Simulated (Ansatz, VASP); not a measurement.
## Two plane-wave programs on TlCl

Contents of POSCAR:

```
TlCl
1.0
    3.7936346873      0.0000000000      0.0000000000
    0.0000000000      3.7936346873      0.0000000000
    0.0000000000      0.0000000000      3.7936346873
Tl Cl
1 1
Direct
    0.0000000000      0.0000000000      0.0000000000
    0.5000000000      0.5000000000      0.5000000000
```

INCAR.step1

```
ALGO = Normal
EDIFF = 1E-5
ENCUT = 400
GGA = PE
GGA_COMPAT = False
ISIF = 2
ISMEAR = 0
LASPH = True
LREAL = False
LWAVE = True
NBANDS = 17
NELM = 120
PREC = Accurate
SIGMA = 0.01
```

File INCAR.step2:

```
AEXX = 0.2
ALGO = Normal
EDIFF = 1E-6
ENCUT = 400
GGA = PE
GGA_COMPAT = False
HFSCREEN = 0.3
ISIF = 2
ISMEAR = 0
ISTART = 1
LASPH = True
LCHARG = True
LELF = True
LHFCALC = True
LREAL = False
LVHAR = True
LWAVE = False
NBANDS = 17
NELM = 120
PREC = Accurate
PRECFOCK = Normal
SIGMA = 0.01
```

File KPOINTS:

```
k-points
0
Gamma
  4 4 4
```

Input for Ansatz:

```yaml
crystal:
  lattice:
    - [3.7936346873, 0.0, 0.0]
    - [0.0, 3.7936346873, 0.0]
    - [0.0, 0.0, 3.7936346873]
  atoms:
    - { symbol: Tl, position: [0.0, 0.0, 0.0] }
    - { symbol: Cl, position: [0.5, 0.5, 0.5] }
kpoints:
  mp_grid: { grid: [4, 4, 4] }
hamiltonian:
  xc: { exchange: pbe, correlation: pbe, exx: { coeff: 0.2, omega: 0.3 } }
scf:
  occupations: { method: fixed }
  n_extra_bands: 4
output:
  forces: true
  stress: true
  eigenvalues: true
```

Alike in both runs: task single point; functional PBE-based screened hybrid; k mesh 4 × 4 × 4; no spin polarisation.

|  | VASP | Ansatz |
| --- | --- | --- |
| version | VASP 6.6.1 | Ansatz 0.2.0 |
| potentials or method | VASP PAW PBE potentials, release 64 (Tl_d, Cl) | plane waves |
| plane-wave cutoff (eV) | 400 | 420 |
| occupations | gaussian, width 0.01 eV | fixed |
| valence electrons in the cell | 20 | 20 |

```csv
,VASP,Ansatz,Ansatz less VASP
gap on the k mesh at the Fermi level (eV),2.45,2.44,-0.005
pressure (GPa),2.0,2.1,+0.11
```

VASP's potentials were made for PBE, not for PBE-based screened hybrid. Ansatz's warnings: stress exchange threshold loose, stress scf threshold loose.

Spin-orbit coupling is off throughout.
